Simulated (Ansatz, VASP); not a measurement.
**Tl in VASP and in Ansatz**

```
Tl
1.0
     2.86321    0.00000    0.00000
    -1.43161    2.47962    0.00000
     0.00000    0.00000    2.69730
Tl
1
Direct
  0.00000 0.00000 0.00000
```

Change from the starting cell: volume scaled by 0.58, PAW files.

Alike in both runs: task single point; functional PBE; k mesh 14 × 14 × 13; occupations fermi-dirac, width 0.1 eV; no spin polarisation.

```csv
,VASP,Ansatz
version,VASP 6.6.1,Ansatz 0.2.0
potentials or method,"VASP PAW PBE potentials, release 64 (Tl_d)","PAW with Ansatz's default frozen-core files, scalar-relativistic"
plane-wave cutoff (eV),520,420
valence electrons in the cell,13,13
```

|  | VASP | Ansatz | Ansatz less VASP |
| --- | --- | --- | --- |
| pressure (GPa) | 55.7 | 55.7 | +0.04 |
| traceless stress, the component that is largest in VASP (GPa) | -0.12 | -0.10 | +0.018 |

Both programs put the cell under a high pressure, so it lies far from rest at this level.

Spin-orbit coupling is off throughout.
